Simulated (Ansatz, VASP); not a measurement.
Two plane-wave programs on C

```
CELL_PARAMETERS angstrom
2.52210 0.00000 0.00000
-1.26105 2.18420 0.00000
0.00000 0.00000 12.35570
ATOMIC_POSITIONS crystal
C 0.66667 0.33333 0.35417
C 0.33333 0.66667 0.85417
C 0.66667 0.33333 0.14583
C 0.33333 0.66667 0.64583
C 0.66667 0.33333 0.47917
C 0.33333 0.66667 0.97917
C 0.66667 0.33333 0.02083
C 0.33333 0.66667 0.52083
C 0.00000 0.00000 0.81250
C 0.00000 0.00000 0.31250
C 0.00000 0.00000 0.68750
C 0.00000 0.00000 0.18750
```

Alike in both runs: task relaxation of cell and atoms; functional PBEsol; dispersion D4; k mesh 12 × 12 × 3; occupations fermi-dirac, width 0.05 eV; no spin polarisation.

|  | VASP | Ansatz |
| --- | --- | --- |
| version | VASP 6.6.1 | Ansatz 0.2.0 |
| potentials or method | VASP PAW PBE potentials, release 64 (C) | Ansatz PAW |
| plane-wave cutoff (eV) | 600 | 420 |
| valence electrons in the cell | 48 | 48 |

```tsv
	VASP	Ansatz	Ansatz less VASP
relaxed volume (Å³/atom)	5.58	5.58	-0.005
relaxed length of the cell vector where the two differ most in proportion (Å)	12.345	12.341	-0.0040
```

VASP's potentials were made for PBE, not for PBEsol.

Noted on Ansatz's run: Pulay correction over one GPa; odd divisions of the mesh miss points on the zone boundary, where band edges often lie, so the gap on the mesh can be too wide; the plane-wave basis is chosen anew once the cell has moved, so the energies of steps on either side of that aren't comparable.
